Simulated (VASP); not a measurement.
# Bi (Pm-3m) in VASP: further runs

Bi is run at these levels: PBE; tasks: single point.

Everything below comes from runs of VASP 6.6.1. Logs are shortened: lines on timing, memory, paths and dates and some standing lists are left out, and cuts for length are marked.

## Step 1: The cell of the first run

It takes space group Pm-3m (No. 221, cubic). Conventional cell: a = 2.880 Å, b = 2.880 Å, c = 2.880 Å, α = 90.00°, β = 90.00°, γ = 90.00°. Bi (site symmetry m-3m) has 6 Bi at 2.88 Å within 3.8 Å.

## Step 2: Single point, PBE (volume scaled by 0.68)

Contents of INCAR:

```
PREC = Accurate
ENCUT = 520
EDIFF = 1E-7
ISMEAR = -1
SIGMA = 0.08
LREAL = False
LASPH = True
NELM = 80
ALGO = Normal
ISIF = 2
LWAVE = False
LCHARG = True
GGA = PE
LELF = True
LVHAR = True
NBANDS = 14
```

Contents of KPOINTS:

```
regular mesh
0
Gamma
  13 13 13
```

Contents of POSCAR:

```
Bi
1.0
    2.8795588638      0.0000000000      0.0000000000
    0.0000000000      2.8795588638      0.0000000000
    0.0000000000      0.0000000000      2.8795588638
Bi
1
Direct
    0.0000000000      0.0000000000      0.0000000000
```

Potentials or basis: VASP PAW PBE potentials, release 64 (Bi_d).

Started as:

```bash
$ cat potpaw_PBE.64/Bi_d/POTCAR > POTCAR
$ mpirun -np 1 vasp_std > vasp.out
```

OUTCAR:

```text
PREC = Accurate
   ENCUT = 520
   EDIFF = 1E-7
   ISMEAR = -1
   LREAL = False
   LASPH = True
   NELM = 80
   ISIF = 2
   GGA = PE

 ion  position               nearest neighbor table
   1  0.000  0.000  0.000-

  LATTYP: Found a simple cubic cell.
 ALAT       =     2.8795588638

  Lattice vectors:

 A1 = (   2.8795588638,   0.0000000000,   0.0000000000)
 A2 = (   0.0000000000,   2.8795588638,   0.0000000000)
 A3 = (   0.0000000000,   0.0000000000,   2.8795588638)

Analysis of symmetry for initial positions (statically):
=====================================================================
 Subroutine PRICEL returns:
 Original cell was already a primitive cell.

 Routine SETGRP: Setting up the symmetry group for a
 simple cubic supercell.

 Subroutine GETGRP returns: Found 48 space group operations
 (whereof 48 operations were pure point group operations)
 out of a pool of 48 trial point group operations.

The static configuration has the point symmetry O_h .

Analysis of symmetry for dynamics (positions and initial velocities):
=====================================================================
 Subroutine PRICEL returns:
 Original cell was already a primitive cell.

 Routine SETGRP: Setting up the symmetry group for a
 simple cubic supercell.

 Subroutine GETGRP returns: Found 48 space group operations
 (whereof 48 operations were pure point group operations)
 out of a pool of 48 trial point group operations.

The dynamic configuration has the point symmetry O_h .

 Subroutine INISYM returns: Found 48 space group operations
 (whereof 48 operations are pure point group operations),
 and found     1 'primitive' translations

----------------------------------------------------------------------------------------

                                     Primitive cell

  volume of cell :      23.8769

  direct lattice vectors                    reciprocal lattice vectors
     2.879558864  0.000000000  0.000000000     0.347275415  0.000000000  0.000000000
     0.000000000  2.879558864  0.000000000     0.000000000  0.347275415  0.000000000
     0.000000000  0.000000000  2.879558864     0.000000000  0.000000000  0.347275415

  length of vectors
     2.879558864  2.879558864  2.879558864     0.347275415  0.347275415  0.347275415

  position of ions in fractional coordinates (direct lattice)
     0.000000000  0.000000000  0.000000000

  ion indices of the primitive-cell ions
   primitive index   ion index
                 1           1

----------------------------------------------------------------------------------------

 KPOINTS: regular mesh

Automatic generation of k-mesh.
 Grid dimensions read from file:
 generate k-points for:   13   13   13

 Generating k-lattice:

  Cartesian coordinates                     Fractional coordinates (reciprocal lattice)
     0.026713493  0.000000000  0.000000000     0.076923077  0.000000000  0.000000000
     0.000000000  0.026713493  0.000000000     0.000000000  0.076923077  0.000000000
     0.000000000  0.000000000  0.026713493     0.000000000  0.000000000  0.076923077

  Length of vectors
     0.026713493  0.026713493  0.026713493

  Shift w.r.t. Gamma in fractional coordinates (k-lattice)
     0.000000000  0.000000000  0.000000000

 Subroutine IBZKPT returns following result:
 ===========================================

 Found     84 irreducible k-points:

 Following reciprocal coordinates:
            Coordinates               Weight
  0.000000  0.000000  0.000000      1.000000
  0.076923  0.000000  0.000000      6.000000
  0.153846  0.000000  0.000000      6.000000
  0.230769  0.000000  0.000000      6.000000
  0.307692  0.000000  0.000000      6.000000
  0.384615  0.000000  0.000000      6.000000
[... 16 lines left out ...]
  0.307692  0.307692  0.000000     12.000000
  0.384615  0.307692  0.000000     24.000000
 [... further k-points ...]
   k-points           NKPTS =     84   k-points in BZ     NKDIM =     84   number of bands    NBANDS=     14
   number of dos      NEDOS =    301   number of ions     NIONS =      1
   total plane-waves  NPLWV =  13824
   dimension x,y,z NGX =    24 NGY =   24 NGZ =   24
   dimension x,y,z NGXF=    48 NGYF=   48 NGZF=   48
   ions per type =               1
   NGX,Y,Z   is equivalent  to a cutoff of  13.86, 13.86, 13.86 a.u.
   NGXF,Y,Z  is equivalent  to a cutoff of  27.71, 27.71, 27.71 a.u.
 SYSTEM =  unknown system
   PREC   = accura    normal or accurate (medium, high low for compatibility)
   ISTART =      0    job   : 0-new  1-cont  2-samecut
   ICHARG =      2    charge: 1-file 2-atom 10-const
   ISPIN  =      1    spin polarized calculation?
   LNONCOLLINEAR =      F non collinear calculations
   LSORBIT =      F    spin-orbit coupling
   LASPH  =      T    aspherical Exc in radial PAW
   ENCUT  =  520.0 eV  38.22 Ry    6.18 a.u.   5.35  5.35  5.35*2*pi/ulx,y,z
   NELM   =     80;   NELMIN=  2; NELMDL= -5     # of ELM steps
   EDIFF  = 0.1E-06   stopping-criterion for ELM
   LREAL  =      F    real-space projection
   EDIFFG = 0.1E-05   stopping-criterion for IOM
   NSW    =      0    number of steps for IOM
   IBRION =     -1    ionic relax: 0-MD 1-quasi-New 2-CG
   NFREE  =      0    steps in history (QN), initial steepest desc. (CG)
   ISIF   =      2    stress and relaxation
   ISYM   =      2    0-nonsym 1-usesym 2-fastsym
   POTIM  = 0.5000    time-step for ionic-motion
   TEBEG  =    0.0;   TEEND  =   0.0 temperature during run
   PSTRESS=    0.0 pullay stress
   NELECT =      15.0000    total number of electrons
   NUPDOWN=      -1.0000    fix difference up-down
   EMIN   =  10.00;   EMAX   =-10.00  energy-range for DOS
   EFERMI =   0.00;   METHOD = LEGACY
   ISMEAR =    -1;   SIGMA  =   0.08  broadening in eV -4-tet -1-fermi 0-gaus
   EFERMI_NEDOS =   21; number of points for ismear=-14 and -15
   IALGO  =     38    algorithm
   IMIX   =      4    mixing-type and parameters
     AMIX     =   0.40;   BMIX     =  1.00
     AMIX_MAG =   1.60;   BMIX_MAG =  1.00
  volume/ion in A,a.u.               =      23.88       161.13
  Fermi-wavevector in a.u.,A,eV,Ry     =   1.402101  2.649587 26.747518  1.965887
  Thomas-Fermi vector in A             =   2.524896
   LORBIT       =      0    0 simple, 1 ext, 2 COOP (PROOUT), +10 PAW based schemes
   GGA     = PE    functional components
   LHFCALC =     F    Hartree Fock is set to
   AEXX    =    0.0000 exact exchange contribution
   IVDW    =     0    specifies the selected vdW correction
   LEPSILON=     F    determine dielectric tensor
   LRPA    =     F    only Hartree local field effects (RPA)
 non-spin polarized calculation
  energy-cutoff  :      520.00
  volume of cell :       23.88
 maximum number of plane-waves:       660
 NGX is ok and might be reduce to    24
   NGX = 11   NGY = 11   NGZ = 11

 number of electron      15.0000004 magnetization

 Free energy of the ion-electron system (eV)
  ---------------------------------------------------
  ext. energy  EPLUGINS =         0.00000000
  ---------------------------------------------------
  free energy    TOTEN  =        -2.77810500 eV

  energy without entropy =       -2.77257198  energy(sigma->0) =       -2.77533849

 E-fermi :  11.8946     XC(G=0): -11.4837

 val. band max:       11.8465291761   @ k =   0.3077   0.2308   0.1538
 cond. band min:      11.8981347446   @ k =   0.2308   0.2308   0.2308
 fundamental gap:      0.0516055684
 Fermi energy:        11.8946179873

 k-point     1 :       0.0000    0.0000    0.0000
  band No.  band energies     occupation
      1     -12.2592      2.00000
      2     -12.2592      2.00000
      3     -11.2771      2.00000
      4     -11.2771      2.00000
      5     -11.2771      2.00000
      6      -4.4859      2.00000
      7      15.6911      0.00000
      8      15.6911      0.00000
      9      15.6911      0.00000
     10      20.1709      0.00000
     11      20.8695      0.00000
     12      20.8695      0.00000
     13      29.8290      0.00000
     14      29.8290      0.00000

 k-point     2 :       0.0769    0.0000    0.0000
  band No.  band energies     occupation
      1     -12.2562      2.00000
      2     -12.2179      2.00000
      3     -11.2926      2.00000
      4     -11.2926      2.00000
      5     -11.2758      2.00000
      6      -4.3732      2.00000
      7      14.3677      0.00000
      8      15.8271      0.00000
      9      15.8271      0.00000
     10      20.4478      0.00000
     11      20.9000      0.00000
     12      22.0924      0.00000
     13      29.3508      0.00000
     14      29.7906      0.00000

 k-point     3 :       0.1538    0.0000    0.0000
  band No.  band energies     occupation
      1     -12.2479      2.00000
      2     -12.1037      2.00000
      3     -11.3355      2.00000
      4     -11.3355      2.00000
      5     -11.2723      2.00000
      6      -4.0338      2.00000
      7      12.0292      0.31350
      8      16.2228      0.00000
      9      16.2228      0.00000
     10      20.6395      0.00000
     11      20.9910      0.00000
     12      24.7617      0.00000
     13      28.2910      0.00000
     14      29.5548      0.00000
[... 324 lines left out ...]
 k-point    23 :       0.3077    0.3077    0.0000
  band No.  band energies     occupation
      1     -11.9908      2.00000
      2     -11.6926      2.00000
      3     -11.4411      2.00000
      4     -11.4352      2.00000
      5     -11.4298      2.00000
      6      -0.9662      2.00000
      7       8.8457      2.00000
      8       9.3768      2.00000
      9      18.2043      0.00000
     10      19.6774      0.00000
     11      22.2771      0.00000
     12      25.6974      0.00000
     13      28.3562      0.00000
     14      29.5683      0.00000

 k-point    24 :       0.3846    0.3077    0.0000
  band No.  band energies     occupation
      1     -11.9602      2.00000
      2     -11.7586      2.00000
      3     -11.4883      2.00000
      4     -11.4323      2.00000
      5     -11.2917      2.00000
      6      -0.0946      2.00000
      7       7.1575      2.00000
      8       9.8863      2.00000
      9      16.7363      0.00000
     10      20.5432      0.00000
     11      22.7312      0.00000
     12      25.0782      0.00000
     13      27.3725      0.00000
     14      30.0544      0.00000

 [... further k-points ...]

------------------------ aborting loop because EDIFF is reached ----------------------------------------

  FORCE on cell =-STRESS in cart. coord.  units (eV):
  Direction    XX          YY          ZZ          XY          YZ          ZX
  --------------------------------------------------------------------------------------
  -------------------------------------------------------------------------------------
  Total        6.6015883      6.6015883      6.6015883      0.0000000     -0.0000000     -0.0000000
  in kB      442.9769565    442.9769565    442.9769565      0.0000000     -0.0000000     -0.0000000
  external PRESSURE =     442.9769565 kB  Pullay stress =       0.0000000 kB

 VOLUME and BASIS-vectors are now :
 -----------------------------------------------------------------------------
  energy-cutoff  :      520.00
  volume of cell :       23.88
      direct lattice vectors                 reciprocal lattice vectors
     2.879558864  0.000000000  0.000000000     0.347275415  0.000000000  0.000000000
     0.000000000  2.879558864  0.000000000     0.000000000  0.347275415  0.000000000
     0.000000000  0.000000000  2.879558864     0.000000000  0.000000000  0.347275415

 POSITION                                       TOTAL-FORCE (eV/Angst)
 -----------------------------------------------------------------------------------
      0.00000      0.00000      0.00000         0.000000      0.000000      0.000000
 -----------------------------------------------------------------------------------
    total drift:                               -0.000000     -0.000000     -0.000000

  FREE ENERGIE OF THE ION-ELECTRON SYSTEM (eV)
  ---------------------------------------------------
  free  energy   TOTEN  =        -2.7781049967 eV

  energy  without entropy=       -2.7725719783  energy(sigma->0) =       -2.77533849
```

Wall time 12 s (1 thread of AMD EPYC 9R45 (Zen 5), shared host); peak memory 0.12 GiB.

Results:

| Quantity | Value |
| --- | --- |
| Free energy | -2.7781 eV |
| Pressure | 44.3 GPa |

Caveat: spin-orbit coupling is left out, which moves the levels of the heavy elements.

## Step 3: Single point, PBE (volume scaled by 0.78)

Contents of INCAR:

```
SYSTEM = Bi
  PREC = Accurate
  ENCUT = 520
  EDIFF = 1E-6
  ISMEAR = -1
  SIGMA = 0.08
  LREAL = .FALSE.
  LASPH = .TRUE.
  NELM = 80
  ALGO = Normal
  ISIF = 2
  LWAVE = .FALSE.
  LCHARG = .TRUE.
  GGA = PE
  LELF = .TRUE.
  LVHAR = .TRUE.
  NBANDS = 14
```

Contents of KPOINTS:

```
Automatic mesh
0
G
  13 13 13
  0 0 0
```

Contents of POSCAR:

```
Bi
1.0
    3.0143096052      0.0000000000      0.0000000000
    0.0000000000      3.0143096052      0.0000000000
    0.0000000000      0.0000000000      3.0143096052
Bi
1
Direct
    0.0000000000      0.0000000000      0.0000000000
```

Potentials or basis: VASP PAW PBE potentials, release 64 (Bi_d).

Started as:

```bash
$ cat potpaw_PBE.64/Bi_d/POTCAR > POTCAR
$ mpirun -np 1 vasp_std > vasp.out
```

Run time: 11 s. Hardware: 1 thread of AMD EPYC 9R45 (Zen 5), shared host; peak memory 0.12 GiB.

It converged, with:

```yaml
Free_energy: -3.4634 eV
Pressure: 20.6 GPa
```

Levels at points of the mesh, in eV from the Fermi level:
```
           k point  band 3  band 4  band 5  band 6  band 7  band 8  band 9  band 10  band 11  band 12
(0.00, 0.00, 0.00)  -22.90  -22.90  -22.90  -14.95    3.61    3.61    3.61     7.53     8.49     8.49
```

Caveat: spin-orbit coupling is left out, which moves the levels of the heavy elements.
